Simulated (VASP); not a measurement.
# W (Fd-3m) in VASP: notebook, part 2 of 2

VASP 6.6.1. The steps go on from the part before.

### 4 Single point, PBEsol (21.96 Å³/atom)

This run uses another cell than the first one, of 21.96 Å³/atom.

Contents of INCAR:

```
SYSTEM = W
ALGO = Normal ; EDIFF = 1E-7
ENCUT = 520 ; GGA = PS
ISIF = 2 ; ISMEAR = -1
LASPH = .True. ; LCHARG = .False.
LREAL = .False. ; LWAVE = .False.
NBANDS = 21 ; NELM = 100
PREC = Accurate ; SIGMA = 0.1
```

Contents of KPOINTS:

```
k-points
0
Gamma
  11 11 11
  0 0 0
```

Contents of POSCAR:

```
W
1.0
    0.0000000000      2.8003251170      2.8003251170
    2.8003251170      0.0000000000      2.8003251170
    2.8003251170      2.8003251170      0.0000000000
W
2
Direct
    0.1250000000      0.1250000000      0.1250000000
    0.8750000000      0.8750000000      0.8750000000
```

Potentials or basis: VASP PAW PBE potentials, release 64 (W_sv).

The run is started by

```bash
$ cat potpaw_PBE.64/W_sv/POTCAR > POTCAR
$ mpirun -np 1 vasp_std > vasp.out
```

OUTCAR:

```text
SYSTEM = W
   EDIFF = 1E-7
   ENCUT = 520
   GGA = PS
   ISIF = 2
   ISMEAR = -1
   LASPH = .True.
   LREAL = .False.
   NELM = 100
   PREC = Accurate

 ion  position               nearest neighbor table
   1  0.125  0.125  0.125-   2 2.43   2 2.43   2 2.43   2 2.43
   2  0.875  0.875  0.875-   1 2.43   1 2.43   1 2.43   1 2.43

  LATTYP: Found a face centered cubic cell.
 ALAT       =     5.6006502340

  Lattice vectors:

 A1 = (   0.0000000000,   2.8003251170,   2.8003251170)
 A2 = (   2.8003251170,   0.0000000000,   2.8003251170)
 A3 = (   2.8003251170,   2.8003251170,   0.0000000000)

Analysis of symmetry for initial positions (statically):
=====================================================================
 Subroutine PRICEL returns:
 Original cell was already a primitive cell.

 Routine SETGRP: Setting up the symmetry group for a
 face centered cubic supercell.

 Subroutine GETGRP returns: Found 48 space group operations
 (whereof 12 operations were pure point group operations)
 out of a pool of 48 trial point group operations.

The static configuration has the point symmetry D_3d.
 The point group associated with its full space group is O_h .

Analysis of symmetry for dynamics (positions and initial velocities):
=====================================================================
 Subroutine PRICEL returns:
 Original cell was already a primitive cell.

 Routine SETGRP: Setting up the symmetry group for a
 face centered cubic supercell.

 Subroutine GETGRP returns: Found 48 space group operations
 (whereof 12 operations were pure point group operations)
 out of a pool of 48 trial point group operations.

The dynamic configuration has the point symmetry D_3d.
 The point group associated with its full space group is O_h .

 Subroutine INISYM returns: Found 48 space group operations
 (whereof 12 operations are pure point group operations),
 and found     1 'primitive' translations

----------------------------------------------------------------------------------------

                                     Primitive cell

  volume of cell :      43.9193

  direct lattice vectors                    reciprocal lattice vectors
     0.000000000  2.800325117  2.800325117    -0.178550696  0.178550696  0.178550696
     2.800325117  0.000000000  2.800325117     0.178550696 -0.178550696  0.178550696
     2.800325117  2.800325117  0.000000000     0.178550696  0.178550696 -0.178550696

  length of vectors
     3.960257760  3.960257760  3.960257760     0.309258878  0.309258878  0.309258878

  position of ions in fractional coordinates (direct lattice)
     0.125000000  0.125000000  0.125000000
     0.875000000  0.875000000  0.875000000

  ion indices of the primitive-cell ions
   primitive index   ion index
                 1           1
                 2           2

----------------------------------------------------------------------------------------

 KPOINTS: k-points

Automatic generation of k-mesh.
 Grid dimensions read from file:
 generate k-points for:   11   11   11

 Generating k-lattice:

  Cartesian coordinates                     Fractional coordinates (reciprocal lattice)
    -0.016231881  0.016231881  0.016231881     0.090909091  0.000000000  0.000000000
     0.016231881 -0.016231881  0.016231881     0.000000000  0.090909091  0.000000000
     0.016231881  0.016231881 -0.016231881     0.000000000  0.000000000  0.090909091

  Length of vectors
     0.028114443  0.028114443  0.028114443

  Shift w.r.t. Gamma in fractional coordinates (k-lattice)
     0.000000000  0.000000000  0.000000000

 Subroutine IBZKPT returns following result:
 ===========================================

 Found     56 irreducible k-points:

 Following reciprocal coordinates:
            Coordinates               Weight
  0.000000  0.000000  0.000000      1.000000
  0.090909  0.000000  0.000000      8.000000
  0.181818  0.000000  0.000000      8.000000
  0.272727  0.000000  0.000000      8.000000
  0.363636  0.000000  0.000000      8.000000
  0.454545  0.000000  0.000000      8.000000
[... 16 lines left out ...]
 -0.272727  0.181818  0.000000     24.000000
 -0.181818  0.181818  0.000000     12.000000
 [... further k-points ...]
   k-points           NKPTS =     56   k-points in BZ     NKDIM =     56   number of bands    NBANDS=     21
   number of dos      NEDOS =    301   number of ions     NIONS =      2
   total plane-waves  NPLWV =  27000
   dimension x,y,z NGX =    30 NGY =   30 NGZ =   30
   dimension x,y,z NGXF=    60 NGYF=   60 NGZF=   60
   ions per type =               2
   NGX,Y,Z   is equivalent  to a cutoff of  12.59, 12.59, 12.59 a.u.
   NGXF,Y,Z  is equivalent  to a cutoff of  25.19, 25.19, 25.19 a.u.
 SYSTEM =  W
   PREC   = accura    normal or accurate (medium, high low for compatibility)
   ISTART =      0    job   : 0-new  1-cont  2-samecut
   ICHARG =      2    charge: 1-file 2-atom 10-const
   ISPIN  =      1    spin polarized calculation?
   LNONCOLLINEAR =      F non collinear calculations
   LSORBIT =      F    spin-orbit coupling
   LASPH  =      T    aspherical Exc in radial PAW
   ENCUT  =  520.0 eV  38.22 Ry    6.18 a.u.   7.36  7.36  7.36*2*pi/ulx,y,z
   NELM   =    100;   NELMIN=  2; NELMDL= -5     # of ELM steps
   EDIFF  = 0.1E-06   stopping-criterion for ELM
   LREAL  =      F    real-space projection
   EDIFFG = 0.1E-05   stopping-criterion for IOM
   NSW    =      0    number of steps for IOM
   IBRION =     -1    ionic relax: 0-MD 1-quasi-New 2-CG
   NFREE  =      0    steps in history (QN), initial steepest desc. (CG)
   ISIF   =      2    stress and relaxation
   ISYM   =      2    0-nonsym 1-usesym 2-fastsym
   POTIM  = 0.5000    time-step for ionic-motion
   TEBEG  =    0.0;   TEEND  =   0.0 temperature during run
   PSTRESS=    0.0 pullay stress
   NELECT =      28.0000    total number of electrons
   NUPDOWN=      -1.0000    fix difference up-down
   EMIN   =  10.00;   EMAX   =-10.00  energy-range for DOS
   EFERMI =   0.00;   METHOD = LEGACY
   ISMEAR =    -1;   SIGMA  =   0.10  broadening in eV -4-tet -1-fermi 0-gaus
   EFERMI_NEDOS =   21; number of points for ismear=-14 and -15
   IALGO  =     38    algorithm
   IMIX   =      4    mixing-type and parameters
     AMIX     =   0.40;   BMIX     =  1.00
     AMIX_MAG =   1.60;   BMIX_MAG =  1.00
  volume/ion in A,a.u.               =      21.96       148.19
  Fermi-wavevector in a.u.,A,eV,Ry     =   1.408994  2.662612 27.011147  1.985263
  Thomas-Fermi vector in A             =   2.531095
   LORBIT       =      0    0 simple, 1 ext, 2 COOP (PROOUT), +10 PAW based schemes
   GGA     = PS    functional components
   LHFCALC =     F    Hartree Fock is set to
   AEXX    =    0.0000 exact exchange contribution
   IVDW    =     0    specifies the selected vdW correction
   LEPSILON=     F    determine dielectric tensor
   LRPA    =     F    only Hartree local field effects (RPA)
 non-spin polarized calculation
  energy-cutoff  :      520.00
  volume of cell :       43.92
 maximum number of plane-waves:      1243
 NGX is ok and might be reduce to    30
   NGX = 15   NGY = 15   NGZ = 15

 number of electron      28.0000003 magnetization

 Free energy of the ion-electron system (eV)
  ---------------------------------------------------
  ext. energy  EPLUGINS =         0.00000000
  ---------------------------------------------------
  free energy    TOTEN  =       -21.83026540 eV

  energy without entropy =      -21.74854877  energy(sigma->0) =      -21.78940709

 E-fermi :   6.2767     XC(G=0): -11.5259

 val. band max:        6.2636977298   @ k =  -0.2727   0.1818   0.0000
 cond. band min:       6.2825289456   @ k =  -0.2727   0.0909   0.0000
 fundamental gap:      0.0188312158
 Fermi energy:         6.2766644287

 k-point     1 :       0.0000    0.0000    0.0000
  band No.  band energies     occupation
      1     -66.8207      2.00000
      2     -66.3241      2.00000
      3     -31.5619      2.00000
      4     -31.5619      2.00000
      5     -31.5619      2.00000
      6     -30.3092      2.00000
[... 13 lines left out ...]
     20      17.3276      0.00000
     21      17.9673      0.00000
[... 529 lines left out ...]
 k-point    24 :      -0.1818    0.1818    0.0000
  band No.  band energies     occupation
      1     -66.7494      2.00000
      2     -66.3980      2.00000
      3     -31.7364      2.00000
      4     -31.6447      2.00000
      5     -31.4715      2.00000
      6     -30.4044      2.00000
[... 13 lines left out ...]
     20      15.5876      0.00000
     21      16.1813      0.00000

 [... further k-points ...]

------------------------ aborting loop because EDIFF is reached ----------------------------------------

  FORCE on cell =-STRESS in cart. coord.  units (eV):
  Direction    XX          YY          ZZ          XY          YZ          ZX
  --------------------------------------------------------------------------------------
  -------------------------------------------------------------------------------------
  Total        3.7977622      3.7977622      3.7977622      0.0000000      0.0000000     -0.0000000
  in kB      138.5424888    138.5424888    138.5424888      0.0000000      0.0000000     -0.0000000
  external PRESSURE =     138.5424888 kB  Pullay stress =       0.0000000 kB

 VOLUME and BASIS-vectors are now :
 -----------------------------------------------------------------------------
  energy-cutoff  :      520.00
  volume of cell :       43.92
      direct lattice vectors                 reciprocal lattice vectors
     0.000000000  2.800325117  2.800325117    -0.178550696  0.178550696  0.178550696
     2.800325117  0.000000000  2.800325117     0.178550696 -0.178550696  0.178550696
     2.800325117  2.800325117  0.000000000     0.178550696  0.178550696 -0.178550696

 POSITION                                       TOTAL-FORCE (eV/Angst)
 -----------------------------------------------------------------------------------
      0.70008      0.70008      0.70008         0.000000      0.000000      0.000000
      4.90057      4.90057      4.90057        -0.000000     -0.000000     -0.000000
 -----------------------------------------------------------------------------------
    total drift:                               -0.000000      0.000000      0.000000

  FREE ENERGIE OF THE ION-ELECTRON SYSTEM (eV)
  ---------------------------------------------------
  free  energy   TOTEN  =       -21.8302654008 eV

  energy  without entropy=      -21.7485487695  energy(sigma->0) =      -21.78940709
```

Run time: 33 s. Hardware: 1 thread of Intel Xeon Platinum 8488C (Sapphire Rapids), shared host; peak memory 0.19 GiB.

Results:

```yaml
Free_energy: -21.8303 eV
Pressure: 13.9 GPa
Band_gap_on_the_k_mesh: zero (bands 14 and 15 overlap by 1.01 eV)
```

Levels at points of the mesh, in eV from the Fermi level:
| k point | band 10 | band 11 | band 12 | band 13 | band 14 | band 15 | band 16 | band 17 | band 18 | band 19 |
| --- | --- | --- | --- | --- | --- | --- | --- | --- | --- | --- |
| (0.00, 0.00, 0.00) | -2.33 | -2.33 | -1.23 | -1.23 | -1.23 | 1.68 | 1.68 | 1.68 | 6.03 | 6.03 |

Caveat: the cell stands under pressure; the PAW data sets were made with another functional, which shifts forces and pressure a little; spin-orbit coupling is left out, which moves the levels of the heavy elements.

### 5 Overview

| cell | k mesh | gap on the mesh (eV) | pressure (GPa) |
| --- | --- | --- | --- |
| a = 4.072 Å, angles 60.0°, 2 atoms | 10 × 10 × 10 | none | 0.6 |
| a = 3.902 Å, angles 60.0°, 2 atoms | 11 × 11 × 11 | none | 22.7 |
| a = 3.960 Å, angles 60.0°, 2 atoms | 11 × 11 × 11 | none | 13.9 |

Alike in all rows: task single point; level PBEsol; potentials or basis VASP PAW PBE potentials, release 64 (W_sv); no spin polarisation; cutoff (eV) 520; smearing fermi-dirac 0.1 eV.

Caveats: the PAW data sets were made with another functional, which shifts forces and pressure a little; spin-orbit coupling is left out, which moves the levels of the heavy elements; the cell stands under pressure (at least some runs).

Absolute energies hang on the potentials; compare differences alone.
